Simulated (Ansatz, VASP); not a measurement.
# Two plane-wave programs on KCl

```xyz
2
Lattice="0.0000 3.1216 3.1216 3.1216 0.0000 3.1216 3.1216 3.1216 0.0000" Properties=species:S:1:pos:R:3 pbc="T T T"
K     0.0000    0.0000    0.0000
Cl    3.1216    3.1216    3.1216
```

Alike in both runs: functional PBEsol; k mesh 6 × 6 × 6; no spin polarisation.

Ansatz relaxed the structure, and its values are those at the end. VASP's run is a single point on that final structure, the one shown.

```csv
,VASP,Ansatz
version,VASP 6.6.1,Ansatz 0.2.0
potentials or method,"VASP PAW PBE potentials, release 64 (K_sv, Cl), cutoff 500 eV","scalar-relativistic, plane waves, PAW"
occupations,"gaussian, width 0.01 eV",fixed
valence electrons in the cell,16,16
```

```tsv
	VASP	Ansatz	Ansatz less VASP
gap on the k mesh at the Fermi level (eV)	5.10	5.10	+0.004
least direct gap on the mesh (eV)	5.10	5.10	+0.004
pressure (GPa)	0.0	0.0	-0.04
```

VASP's potentials were made for PBE, not for PBEsol.
